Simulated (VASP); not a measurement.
# TeAs2 (P4_2/mmc) in VASP: further runs

The runs below take TeAs2 through single point, relaxation of cell and atoms, with PBE.

Everything below comes from runs of VASP 6.6.1. Logs are shortened: lines on timing, memory, paths and dates and some standing lists are left out, and cuts for length are marked.

## Step 1: The cell of the first run

Symmetry: P4_2/mmc, No. 131, tetragonal system. Conventional cell: a = 5.196 Å, b = 5.196 Å, c = 6.278 Å, α = 90.00°, β = 90.00°, γ = 90.00°. Te (site symmetry mmm) has 4 As at 2.95 Å and 2 Te at 3.14 Å within 3.9 Å. Within 3.2 Å of As (site symmetry m2m) lie 2 As at 2.40 to 2.79 Å and 2 Te at 2.95 Å.

The cell was generated, and may not be a known phase.

## Step 2: Single point, PBE

The input, INCAR:

```
SYSTEM = TeAs2
PREC = Accurate ; ENCUT = 520
EDIFF = 1E-6 ; ISMEAR = 0
SIGMA = 0.1 ; LREAL = .False.
LASPH = .True. ; NELM = 80
ALGO = Normal ; ISIF = 2
LWAVE = .False. ; LCHARG = .False.
GGA = PE ; NBANDS = 25
```

The input, KPOINTS:

```
regular mesh
0
Gamma
  4 4 4
  0 0 0
```

The input, POSCAR:

```
TeAs2
1.0
    5.1961888348      0.0000000000      0.0000000000
    0.0000000000      5.1961888348      0.0000000000
    0.0000000000      0.0000000000      6.2778183897
Te As
2 4
Direct
    0.0000000000      0.0000000000      0.0000000000
    0.0000000000      0.0000000000      0.5000000000
    0.5000000000      0.2686474075      0.0000000000
    0.5000000000      0.7313525925      0.0000000000
    0.2686474075      0.5000000000      0.5000000000
    0.7313525925      0.5000000000      0.5000000000
```

Potentials or basis: VASP PAW PBE potentials, release 64 (Te, As).

Command:

```console
$ cat potpaw_PBE.64/Te/POTCAR potpaw_PBE.64/As/POTCAR > POTCAR
$ mpirun -np 1 vasp_std > vasp.out
```

OUTCAR:

```text
SYSTEM = TeAs2
   PREC = Accurate
   ENCUT = 520
   EDIFF = 1E-6
   ISMEAR = 0
   LREAL = .False.
   LASPH = .True.
   NELM = 80
   ISIF = 2
   GGA = PE

 ion  position               nearest neighbor table
   1  0.000  0.000  0.000-   3 2.95   4 2.95   3 2.95   4 2.95   2 3.14   2 3.14
   2  0.000  0.000  0.500-   5 2.95   6 2.95   5 2.95   6 2.95   1 3.14   1 3.14
   3  0.500  0.269  0.000-   4 2.40   4 2.79   1 2.95   1 2.95
   4  0.500  0.731  0.000-   3 2.40   3 2.79   1 2.95   1 2.95
   5  0.269  0.500  0.500-   6 2.40   6 2.79   2 2.95   2 2.95
   6  0.731  0.500  0.500-   5 2.40   5 2.79   2 2.95   2 2.95

  LATTYP: Found a simple tetragonal cell.
 ALAT       =     5.1961888348
 C/A-ratio  =     1.2081582462

  Lattice vectors:

 A1 = (   5.1961888348,   0.0000000000,   0.0000000000)
 A2 = (   0.0000000000,   5.1961888348,   0.0000000000)
 A3 = (   0.0000000000,   0.0000000000,   6.2778183897)

Analysis of symmetry for initial positions (statically):
=====================================================================
 Subroutine PRICEL returns:
 Original cell was already a primitive cell.

 Routine SETGRP: Setting up the symmetry group for a
 simple tetragonal supercell.

 Subroutine GETGRP returns: Found 16 space group operations
 (whereof  8 operations were pure point group operations)
 out of a pool of 16 trial point group operations.

The static configuration has the point symmetry D_2h.
 The point group associated with its full space group is D_4h.

Analysis of symmetry for dynamics (positions and initial velocities):
=====================================================================
 Subroutine PRICEL returns:
 Original cell was already a primitive cell.

 Routine SETGRP: Setting up the symmetry group for a
 simple tetragonal supercell.

 Subroutine GETGRP returns: Found 16 space group operations
 (whereof  8 operations were pure point group operations)
 out of a pool of 16 trial point group operations.

The dynamic configuration has the point symmetry D_2h.
 The point group associated with its full space group is D_4h.

 Subroutine INISYM returns: Found 16 space group operations
 (whereof  8 operations are pure point group operations),
 and found     1 'primitive' translations

[... 94 lines left out ...]
   NELM   =     80;   NELMIN=  2; NELMDL= -5     # of ELM steps
   EDIFF  = 0.1E-05   stopping-criterion for ELM
   LREAL  =      F    real-space projection
   EDIFFG = 0.1E-04   stopping-criterion for IOM
   NSW    =      0    number of steps for IOM
   IBRION =     -1    ionic relax: 0-MD 1-quasi-New 2-CG
   NFREE  =      0    steps in history (QN), initial steepest desc. (CG)
   ISIF   =      2    stress and relaxation
   ISYM   =      2    0-nonsym 1-usesym 2-fastsym
   POTIM  = 0.5000    time-step for ionic-motion
   TEBEG  =    0.0;   TEEND  =   0.0 temperature during run
   PSTRESS=    0.0 pullay stress
   NELECT =      32.0000    total number of electrons
   NUPDOWN=      -1.0000    fix difference up-down
   EMIN   =  10.00;   EMAX   =-10.00  energy-range for DOS
   EFERMI =   0.00;   METHOD = LEGACY
   ISMEAR =     0;   SIGMA  =   0.10  broadening in eV -4-tet -1-fermi 0-gaus
   EFERMI_NEDOS =   21; number of points for ismear=-14 and -15
   IALGO  =     38    algorithm
   IMIX   =      4    mixing-type and parameters
     AMIX     =   0.40;   BMIX     =  1.00
     AMIX_MAG =   1.60;   BMIX_MAG =  1.00
  volume/ion in A,a.u.               =      28.25       190.64
  Fermi-wavevector in a.u.,A,eV,Ry     =   0.939144  1.774724 12.000209  0.881991
  Thomas-Fermi vector in A             =   2.066426
   LORBIT       =      0    0 simple, 1 ext, 2 COOP (PROOUT), +10 PAW based schemes
   GGA     = PE    functional components
   LHFCALC =     F    Hartree Fock is set to
   AEXX    =    0.0000 exact exchange contribution
   IVDW    =     0    specifies the selected vdW correction
   LEPSILON=     F    determine dielectric tensor
   LRPA    =     F    only Hartree local field effects (RPA)
 non-spin polarized calculation
 Gauss-broadening in eV      SIGMA  =   0.10
  energy-cutoff  :      520.00
  volume of cell :      169.50
 maximum number of plane-waves:      4596
 NGX is ok and might be reduce to    40
   NGX = 19   NGY = 19   NGZ = 23

 number of electron      31.9999997 magnetization

 Free energy of the ion-electron system (eV)
  ---------------------------------------------------
  ext. energy  EPLUGINS =         0.00000000
  ---------------------------------------------------
  free energy    TOTEN  =       -21.91824061 eV

  energy without entropy =      -21.90318407  energy(sigma->0) =      -21.91071234

 E-fermi :   4.6358     XC(G=0):  -9.1370

 val. band max:        4.6079692091   @ k =   0.2500   0.2500   0.2500
 cond. band min:       4.6545396142   @ k =   0.5000   0.5000   0.0000
 fundamental gap:      0.0465704051
 Fermi energy:         4.6357670916

 k-point     1 :       0.0000    0.0000    0.0000
  band No.  band energies     occupation
      1      -9.3479      2.00000
      2      -8.0292      2.00000
      3      -6.4522      2.00000
      4      -4.8437      2.00000
      5      -3.8207      2.00000
      6      -3.8207      2.00000
[... 493 lines left out ...]
     24       6.7689      0.00000
     25       9.5033      0.00000

------------------------ aborting loop because EDIFF is reached ----------------------------------------

  FORCE on cell =-STRESS in cart. coord.  units (eV):
  Direction    XX          YY          ZZ          XY          YZ          ZX
  --------------------------------------------------------------------------------------
  -------------------------------------------------------------------------------------
  Total       -0.0115383     -0.0115383      0.0223129      0.0000000      0.0000000      0.0000000
  in kB       -0.1090618     -0.1090618      0.2109056      0.0000000      0.0000000      0.0000000
  external PRESSURE =      -0.0024060 kB  Pullay stress =       0.0000000 kB

 VOLUME and BASIS-vectors are now :
 -----------------------------------------------------------------------------
  energy-cutoff  :      520.00
  volume of cell :      169.50
      direct lattice vectors                 reciprocal lattice vectors
     5.196188835  0.000000000  0.000000000     0.192448741  0.000000000  0.000000000
     0.000000000  5.196188835  0.000000000     0.000000000  0.192448741  0.000000000
     0.000000000  0.000000000  6.277818390     0.000000000  0.000000000  0.159291005

 POSITION                                       TOTAL-FORCE (eV/Angst)
 -----------------------------------------------------------------------------------
      0.00000      0.00000      0.00000         0.000000     -0.000000      0.000000
      0.00000      0.00000      3.13891         0.000000     -0.000000      0.000000
      2.59809      1.39594      0.00000        -0.000000     -0.030828      0.000000
      2.59809      3.80025      0.00000         0.000000      0.030828      0.000000
      1.39594      2.59809      3.13891        -0.030828      0.000000      0.000000
      3.80025      2.59809      3.13891         0.030828     -0.000000      0.000000
 -----------------------------------------------------------------------------------
    total drift:                                0.000000      0.000000     -0.000000

  FREE ENERGIE OF THE ION-ELECTRON SYSTEM (eV)
  ---------------------------------------------------
  free  energy   TOTEN  =       -21.9182406149 eV

  energy  without entropy=      -21.9031840728  energy(sigma->0) =      -21.91071234
```

stdout:

```text
POSCAR found type information on POSCAR TeAs
 POSCAR found :  2 types and       6 ions
 scaLAPACK will be used
 LDA part: xc-table for (Slater+PW92), standard interpolation
 POSCAR, INCAR and KPOINTS ok, starting setup
 FFT: planning ... GRIDC
 FFT: planning ... GRID_SOFT
 FFT: planning ... GRID
 WAVECAR not read
 entering main loop
```

It took 36 s on 1 thread of Intel Xeon Platinum 8488C (Sapphire Rapids), shared host; peak memory 0.28 GiB.

Results:

* Free energy: -21.9182 eV
* Pressure: 0.0 GPa
* Largest force: 0.031 eV/Å
* Band gap on the k mesh: zero (bands 16 and 17 overlap by 1.02 eV)

Forces in eV/Å, atoms in the order of the input:
```
Te   0.000  0.000  0.000
Te   0.000  0.000  0.000
As   0.000 -0.031  0.000
As   0.000  0.031  0.000
As  -0.031  0.000  0.000
As   0.031  0.000  0.000
```

Caveat: spin-orbit coupling is left out, which moves the levels of the heavy elements.

## Step 3: Relaxation of cell and atoms, PBE

This run uses another cell than the first one, of 29.07 Å³/atom.

The input, INCAR:

```
ALGO = Normal
EDIFF = 1E-7
EDIFFG = -0.04
ENCUT = 600
GGA = PE
IBRION = 2
ISIF = 3
ISMEAR = 0
LASPH = T
LCHARG = F
LREAL = F
LWAVE = F
NELM = 80
NSW = 90
PREC = Accurate
SIGMA = 0.1
```

The input, KPOINTS:

```
k-points
0
Gamma
  4 4 4
```

The input, POSCAR:

```
TeAs2
1.0
    5.2363359315      0.0000000000      0.0000000000
    0.0000000000      5.2363359315      0.0000000000
    0.0000000000      0.0000000000      6.3615329304
Te As
2 4
Direct
    0.0000000000      0.0000000000      0.0000000000
    0.0000000000      0.0000000000      0.5000000000
    0.5000000000      0.2500000000      0.0000000000
    0.5000000000      0.7500000000      0.0000000000
    0.2500000000      0.5000000000      0.5000000000
    0.7500000000      0.5000000000      0.5000000000
```

Potentials or basis: VASP PAW PBE potentials, release 64 (Te, As).

Command:

```console
$ cat potpaw_PBE.64/Te/POTCAR potpaw_PBE.64/As/POTCAR > POTCAR
$ mpirun -np 1 vasp_std > vasp.out
```

Run time: 9.4 min. Hardware: 1 thread of Intel Xeon Platinum 8488C (Sapphire Rapids), shared host; peak memory 0.35 GiB.

Results (log left out):

```
Free energy                           : -21.9183 eV
Relaxed volume                        : 28.30 Å³/atom
Relaxed cell                          : a = 5.195 Å, b = 5.195 Å, c = 6.293 Å, α = 90.00°, β = 90.00°, γ = 90.00°
Space group after relaxing (to 0.1 Å) : P4_2/mmc (No. 131)
Energy gained by relaxing             : 27.2 meV/atom
Ionic steps                           : 17
Pressure after relaxing               : 0.0 GPa
Largest force after relaxing          : 0.034 eV/Å
Band gap on the k mesh                : zero (bands 16 and 17 overlap by 1.03 eV)
```

Forces in eV/Å, atoms in the order of the input:
```
Te   0.000  0.000  0.000
Te   0.000  0.000  0.000
As   0.000 -0.034  0.000
As   0.000  0.034  0.000
As  -0.034  0.000  0.000
As   0.034  0.000  0.000
```

Step by step:
```csv
step,energy change (eV),largest force (eV/Å),pressure (GPa),volume (Å³)
1,0.0000,0.3332,-1.74,174.43
2,-0.0681,0.3912,0.23,166.56
3,-0.0700,0.3863,0.66,165.16
4,-0.1121,0.2481,0.71,164.04
5,-0.1216,0.1987,0.89,163.36
6,-0.1243,0.0235,1.41,161.97
7,-0.1261,0.1797,1.10,162.79
8,-0.1273,0.0944,1.24,162.38
9,-0.1409,0.0394,-0.59,168.66
10,-0.1448,0.0488,-0.04,166.58
11,-0.1480,0.0335,0.07,166.77
12,-0.1492,0.1259,0.21,166.97
13,-0.1515,0.1277,0.15,167.45
14,-0.1587,0.1221,0.00,168.87
15,-0.1585,0.0408,-0.18,171.66
16,-0.1620,0.0860,-0.11,170.22
17,-0.1631,0.0343,-0.03,169.83
```

Final structure:
```xyz
6
Lattice="5.1949 0.0000 0.0000 0.0000 5.1949 0.0000 0.0000 0.0000 6.2929" Properties=species:S:1:pos:R:3 pbc="T T T"
Te    0.0000    0.0000    0.0000
Te    0.0000    0.0000    3.1465
As    2.5974    1.3960    6.2929
As    2.5974    3.7988    0.0000
As    1.3960    2.5974    3.1465
As    3.7988    2.5974    3.1465
```

Levels at points of the mesh, in eV from the Fermi level:
```tsv
k point	band 14	band 15	band 16	band 17	band 18	band 19
(0.00, 0.00, 0.00)	-1.21	-0.48	-0.30	0.43	0.43	0.71
(0.50, 0.00, 0.00)	-1.51	-0.42	0.19	0.47	0.66	0.67
(0.50, 0.50, 0.00)	-0.99	-0.52	-0.31	0.02	1.11	1.88
(0.00, 0.00, 0.50)	-1.30	-0.69	-0.69	0.04	0.04	0.54
(0.50, 0.00, 0.50)	-1.98	-1.97	-1.53	0.33	0.42	1.07
(0.50, 0.50, 0.50)	-0.94	-0.38	-0.38	-0.37	-0.37	0.58
```

Caveat: spin-orbit coupling is left out, which moves the levels of the heavy elements.

The gap in the log of VASP goes by the Fermi energy; the results here count the filled bands.